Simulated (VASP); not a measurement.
# BaS in VASP: notebook

The runs below take BaS through single point, with PBEsol.

All numbers are computed with VASP 6.6.1; they aren't measurements. Logs are shortened: lines on timing, memory, paths and dates and some standing lists are left out, and cuts for length are marked.

### 1 The cell of the first run

The structure is tetragonal, space group I4/mmm (No. 139). The conventional cell has a = 4.478 Å, b = 4.478 Å, c = 6.364 Å, α = 90.00°, β = 90.00°, γ = 90.00°. Ba (site symmetry 4/mmm) has 6 S at 3.17 to 3.18 Å within 4.2 Å. Within 4.2 Å of S (site symmetry 4/mmm) lie 6 Ba at 3.17 to 3.18 Å.

### 2 Single point, PBEsol, non-collinear spin, zero start, spin-orbit coupling (z stretched by +0.5 %, x and y held)

File INCAR:

```
SYSTEM = BaS
  ALGO = Normal
  EDIFF = 1E-6
  ENCUT = 520
  GGA = PS
  GGA_COMPAT = .False.
  ISIF = 2
  ISMEAR = 0
  LASPH = .True.
  LCHARG = .True.
  LORBIT = 11
  LORBMOM = .True.
  LREAL = .False.
  LSORBIT = .True.
  LVHAR = .True.
  LWAVE = .False.
  MAGMOM = 0 0 0 0 0 0
  NBANDS = 28
  NELM = 150
  PREC = Accurate
  SIGMA = 0.01
```

File KPOINTS:

```
k-points
0
Gamma
  8 8 8
  0 0 0
```

File POSCAR:

```
BaS
1.0
    0.0000000000      3.1662966003      3.1821280833
    3.1662966003      0.0000000000      3.1821280833
    3.1662966003      3.1662966003      0.0000000000
Ba S
1 1
Direct
    0.0000000000      0.0000000000      0.0000000000
    0.5000000000      0.5000000000      0.5000000000
```

Potentials or basis: VASP PAW PBE potentials, release 64 (Ba_sv, S).

Started as:

```console
> cat potpaw_PBE.64/Ba_sv/POTCAR potpaw_PBE.64/S/POTCAR > POTCAR
> mpirun -np 1 vasp_ncl > vasp.out
```

OUTCAR:

```text
SYSTEM = BaS
   EDIFF = 1E-6
   ENCUT = 520
   GGA = PS
   ISIF = 2
   ISMEAR = 0
   LASPH = .True.
   LORBIT = 11
   LREAL = .False.
   LSORBIT = .True.
   NELM = 150
   PREC = Accurate

 ion  position               nearest neighbor table
   1  0.000  0.000  0.000-   2 3.17   2 3.17   2 3.17   2 3.17   2 3.18   2 3.18
   2  0.500  0.500  0.500-   1 3.17   1 3.17   1 3.17   1 3.17   1 3.18   1 3.18

  LATTYP: Found a body centered tetragonal cell.
 ALAT       =     4.4778195946
 C/A-ratio  =     1.4212846302

  Lattice vectors:

 A1 = (  -3.1662966003,   0.0000000000,   3.1821280833)
 A2 = (   3.1662966003,   0.0000000000,   3.1821280833)
 A3 = (   0.0000000000,   3.1662966003,  -3.1821280833)

Analysis of symmetry for initial positions (statically):
=====================================================================
 Subroutine PRICEL returns:
 Original cell was already a primitive cell.

 Routine SETGRP: Setting up the symmetry group for a
 body centered tetragonal supercell.

 Subroutine GETGRP returns: Found 16 space group operations
 (whereof 16 operations were pure point group operations)
 out of a pool of 16 trial point group operations.

The static configuration has the point symmetry D_4h.

Analysis of symmetry for dynamics (positions and initial velocities):
=====================================================================
 Subroutine PRICEL returns:
 Original cell was already a primitive cell.

 Routine SETGRP: Setting up the symmetry group for a
 body centered tetragonal supercell.

 Subroutine GETGRP returns: Found 16 space group operations
 (whereof 16 operations were pure point group operations)
 out of a pool of 16 trial point group operations.

The dynamic configuration has the point symmetry D_4h.

Analysis of structural, dynamic, and magnetic symmetry:
=====================================================================
 Subroutine PRICEL returns:
 Original cell was already a primitive cell.

 Routine SETGRP: Setting up the symmetry group for a
 body centered tetragonal supercell.

 Subroutine GETGRP returns: Found 16 space group operations
 (whereof 16 operations were pure point group operations)
 out of a pool of 16 trial point group operations.

The overall configuration has the point symmetry D_4h.

 Subroutine INISYM returns: Found 16 space group operations
 (whereof 16 operations are pure point group operations),
 and found     1 'primitive' translations

----------------------------------------------------------------------------------------

                                     Primitive cell

  volume of cell :      63.8044

  direct lattice vectors                    reciprocal lattice vectors
     0.000000000  3.166296600  3.182128083    -0.157913191  0.157913191  0.157127553
     3.166296600  0.000000000  3.182128083     0.157913191 -0.157913191  0.157127553
     3.166296600  3.166296600  0.000000000     0.157913191  0.157913191 -0.157127553

  length of vectors
     4.489028102  4.489028102  4.477819595     0.273060835  0.273060835  0.273060835

  position of ions in fractional coordinates (direct lattice)
     0.000000000  0.000000000  0.000000000
     0.500000000  0.500000000  0.500000000

  ion indices of the primitive-cell ions
   primitive index   ion index
                 1           1
                 2           2

----------------------------------------------------------------------------------------

 KPOINTS: k-points

Automatic generation of k-mesh.
 Grid dimensions read from file:
 generate k-points for:    8    8    8

 Generating k-lattice:

  Cartesian coordinates                     Fractional coordinates (reciprocal lattice)
[... 96 lines left out ...]
   NGX = 17   NGY = 17   NGZ = 17

 number of electron      16.0000000 magnetization       0.0000000      0.0000000      0.0000000

 number of electron      16.0000000 magnetization      -0.0000000      0.0000000     -0.0000000

 number of electron      16.0000000 magnetization       0.0000000     -0.0000000      0.0000000

 Free energy of the ion-electron system (eV)
  ---------------------------------------------------
  ext. energy  EPLUGINS =         0.00000000
  ---------------------------------------------------
  free energy    TOTEN  =       -10.91485374 eV

  energy without entropy =      -10.91485374  energy(sigma->0) =      -10.91485374

 E-fermi :   1.5773     XC(G=0):  -8.9122

 val. band max:        1.5090397131   @ k =   0.0000   0.0000   0.0000
 cond. band min:       3.3916107782   @ k =   0.5000   0.0000   0.5000
 fundamental gap:      1.8825710652
 Fermi energy:         1.5772932860

 k-point     1 :       0.0000    0.0000    0.0000
  band No.  band energies     occupation
      1     -24.5212      1.00000
      2     -24.5212      1.00000
      3     -10.9005      1.00000
      4     -10.9005      1.00000
      5      -8.9409      1.00000
      6      -8.9409      1.00000
[... 733 lines left out ...]
     27       9.6392      0.00000
     28       9.6392      0.00000

 [... further k-points ...]

------------------------ aborting loop because EDIFF is reached ----------------------------------------

  FORCE on cell =-STRESS in cart. coord.  units (eV):
  Direction    XX          YY          ZZ          XY          YZ          ZX
  --------------------------------------------------------------------------------------
  -------------------------------------------------------------------------------------
  Total        0.2243336      0.2243336      0.0429183      0.0000000     -0.0000000      0.0000000
  in kB        5.6331849      5.6331849      1.0777106      0.0000000     -0.0000000      0.0000000
  external PRESSURE =       4.1146935 kB  Pullay stress =       0.0000000 kB

 VOLUME and BASIS-vectors are now :
 -----------------------------------------------------------------------------
  energy-cutoff  :      520.00
  volume of cell :       63.80
      direct lattice vectors                 reciprocal lattice vectors
     0.000000000  3.166296600  3.182128083    -0.157913191  0.157913191  0.157127553
     3.166296600  0.000000000  3.182128083     0.157913191 -0.157913191  0.157127553
     3.166296600  3.166296600  0.000000000     0.157913191  0.157913191 -0.157127553

 POSITION                                       TOTAL-FORCE (eV/Angst)
 -----------------------------------------------------------------------------------
      0.00000      0.00000      0.00000         0.000000     -0.000000      0.000000
      3.16630      3.16630      3.18213        -0.000000      0.000000     -0.000000
 -----------------------------------------------------------------------------------
    total drift:                                0.000000      0.000000      0.000000

  FREE ENERGIE OF THE ION-ELECTRON SYSTEM (eV)
  ---------------------------------------------------
  free  energy   TOTEN  =       -10.9148537378 eV

  energy  without entropy=      -10.9148537378  energy(sigma->0) =      -10.91485374

 orbital moment (x)

 # of ion     p       d       tot
 ----------------------------------------
  1         0.000  -0.000  -0.000
  2         0.000   0.000   0.000
 ----------------------------------------
            0.000  -0.000  -0.000

 orbital moment (y)

 # of ion     p       d       tot
 ----------------------------------------
  1         0.000   0.000   0.000
  2         0.000   0.000   0.000
 ----------------------------------------
            0.000   0.000   0.000

 orbital moment (z)

 # of ion     p       d       tot
 ----------------------------------------
  1         0.000   0.000   0.000
  2         0.000   0.000   0.000
 ----------------------------------------
            0.000   0.000   0.000

 Spin-Orbit-Coupling matrix elements

 Ion:    1  E_soc:     -0.3916407
 l=   1
     0.0000000    -0.0650650    -0.0650658
    -0.0650650     0.0000000    -0.0650650
    -0.0650658    -0.0650650     0.0000000
 l=   2
     0.0000000    -0.0000146     0.0000000    -0.0000146    -0.0001957
    -0.0000146     0.0000000    -0.0001439    -0.0000146    -0.0000487
     0.0000000    -0.0001439     0.0000000    -0.0001439     0.0000000
    -0.0000146    -0.0000146    -0.0001439     0.0000000    -0.0000487
    -0.0001957    -0.0000487     0.0000000    -0.0000487     0.0000000
 l=   3
     0.0000000     0.0000000     0.0000000     0.0000000     0.0000000     0.0000000     0.0000000
     0.0000000     0.0000000     0.0000000     0.0000000     0.0000000     0.0000000     0.0000000
     0.0000000     0.0000000     0.0000000     0.0000000     0.0000000     0.0000000     0.0000000
     0.0000000     0.0000000     0.0000000     0.0000000     0.0000000     0.0000000     0.0000000
     0.0000000     0.0000000     0.0000000     0.0000000     0.0000000     0.0000000     0.0000000
     0.0000000     0.0000000     0.0000000     0.0000000     0.0000000     0.0000000     0.0000000
     0.0000000     0.0000000     0.0000000     0.0000000     0.0000000     0.0000000     0.0000000

 Ion:    2  E_soc:     -0.0024359
 l=   1
     0.0000000    -0.0004052    -0.0004076
    -0.0004052     0.0000000    -0.0004052
    -0.0004076    -0.0004052     0.0000000
 l=   2
     0.0000000     0.0000000     0.0000000     0.0000000     0.0000000
     0.0000000     0.0000000     0.0000000     0.0000000     0.0000000
     0.0000000     0.0000000     0.0000000     0.0000000     0.0000000
     0.0000000     0.0000000     0.0000000     0.0000000     0.0000000
     0.0000000     0.0000000     0.0000000     0.0000000     0.0000000
 l=   3
     0.0000000     0.0000000     0.0000000     0.0000000     0.0000000     0.0000000     0.0000000
     0.0000000     0.0000000     0.0000000     0.0000000     0.0000000     0.0000000     0.0000000
     0.0000000     0.0000000     0.0000000     0.0000000     0.0000000     0.0000000     0.0000000
     0.0000000     0.0000000     0.0000000     0.0000000     0.0000000     0.0000000     0.0000000
     0.0000000     0.0000000     0.0000000     0.0000000     0.0000000     0.0000000     0.0000000
     0.0000000     0.0000000     0.0000000     0.0000000     0.0000000     0.0000000     0.0000000
     0.0000000     0.0000000     0.0000000     0.0000000     0.0000000     0.0000000     0.0000000

 total charge

# of ion       s       p       d       tot
------------------------------------------
    1        2.008   5.605   0.293   7.906
    2        1.317   2.408   0.000   3.725
--------------------------------------------------
tot          3.325   8.012   0.293  11.631

 magnetization (x)

# of ion       s       p       d       tot
------------------------------------------
    1        0.000   0.000   0.000   0.000
    2        0.000   0.000   0.000   0.000
--------------------------------------------------
tot          0.000   0.000   0.000   0.000

 magnetization (y)

# of ion       s       p       d       tot
------------------------------------------
    1        0.000   0.000  -0.000  -0.000
    2        0.000   0.000   0.000   0.000
--------------------------------------------------
tot          0.000   0.000  -0.000   0.000

 magnetization (z)

# of ion       s       p       d       tot
------------------------------------------
    1        0.000   0.000   0.000   0.000
    2        0.000   0.000   0.000   0.000
--------------------------------------------------
tot          0.000   0.000   0.000   0.000
```

Wall time 1.7 min (1 thread of Intel Xeon 6975P-C (Granite Rapids), shared host); peak memory 0.46 GiB.

What came out:

```
Free energy                                           : -10.9149 eV
Pressure                                              : 0.4 GPa
Net moment                                            : 0.00 μB per cell
Valence electrons inside the program's atomic spheres : Ba 7.91; S 3.73
```

Stress tensor (GPa, compression positive):
```
0.56 0.00 0.00
0.00 0.56 0.00
0.00 0.00 0.11
```

Moments on the atoms (μB; x, y, z):
```
Ba  0.00 0.00 0.00
S   0.00 0.00 0.00
```

Caveat: the cell differs from its parent crystal (z stretched by +0.5 %, x and y held); the PAW data sets were made with another functional, which shifts forces and pressure a little.

### 3 Single point, PBEsol, non-collinear spin, zero start, spin-orbit coupling (equal xy, yz and zx engineering shears of -0.5 %)

File INCAR:

```
PREC = Accurate
ENCUT = 520
EDIFF = 1E-6
ISMEAR = 0
SIGMA = 0.01
LREAL = False
LASPH = True
NELM = 150
ALGO = Normal
ISIF = 2
LWAVE = False
LCHARG = True
MAGMOM = 0 0 0 0 0 0
LORBIT = 11
LSORBIT = True
GGA_COMPAT = False
LORBMOM = True
GGA = PS
LVHAR = True
NBANDS = 28
```

File KPOINTS:

```
regular mesh
0
Gamma
  8 8 8
```

File POSCAR:

```
BaS
1.0
   -0.0158314830      3.1583808588      3.1583808588
    3.1583808588     -0.0158314830      3.1583808588
    3.1583808588      3.1583808588     -0.0158314830
Ba S
1 1
Direct
    0.0000000000      0.0000000000      0.0000000000
    0.5000000000      0.5000000000      0.5000000000
```

Potentials or basis: VASP PAW PBE potentials, release 64 (Ba_sv, S).

Started as:

```console
> cat potpaw_PBE.64/Ba_sv/POTCAR potpaw_PBE.64/S/POTCAR > POTCAR
> mpirun -np 1 vasp_ncl > vasp.out
```

Run time: 1.9 min. Hardware: 1 thread of Intel Xeon 6975P-C (Granite Rapids), shared host; peak memory 0.47 GiB.

Results (log left out):

* Free energy: -10.9138 eV
* Pressure: 0.6 GPa
* Net moment: 0.00 μB per cell
* Valence electrons inside the program's atomic spheres: Ba 7.91; S 3.73

Stress tensor (GPa, compression positive):
```
0.65 0.09 0.09
0.09 0.65 0.09
0.09 0.09 0.65
```

Moments on the atoms (μB; x, y, z):
```
Ba  0.00 0.00 0.00
S   0.00 0.00 0.00
```

Caveat: the cell differs from its parent crystal (equal xy, yz and zx engineering shears of -0.5 %); the PAW data sets were made with another functional, which shifts forces and pressure a little.
